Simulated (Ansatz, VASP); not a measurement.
# One calculation of Sr, two programs

```xyz
1
Lattice="0.0000 2.9029 2.9029 2.9029 0.0000 2.9029 2.9029 2.9029 0.0000" Properties=species:S:1:pos:R:3 pbc="T T T"
Sr    0.0000    0.0000    0.0000
```

Alike in both runs: task single point; functional LDA; k mesh 9 × 9 × 9; no spin polarisation.

|  | VASP | Ansatz |
| --- | --- | --- |
| version | VASP 6.6.1 | Ansatz 0.2.0 |
| potentials or method | VASP PAW LDA potentials, release 64 (Sr_sv), cutoff 500 eV | plane waves (420 eV) with PAW, scalar-relativistic |
| occupations | methfessel-paxton of order 1, width 0.01 eV | cold, width 0.01 eV |
| valence electrons in the cell | 10 | 10 |

|  | VASP | Ansatz | Ansatz less VASP |
| --- | --- | --- | --- |
| pressure (GPa) | 0.0 | 0.0 | 0.00 |

Ansatz warns that its potentials were made for another functional, while VASP's fit it. LDA's correlation is that of Perdew and Zunger in VASP and of Perdew and Wang (1992) in Ansatz.
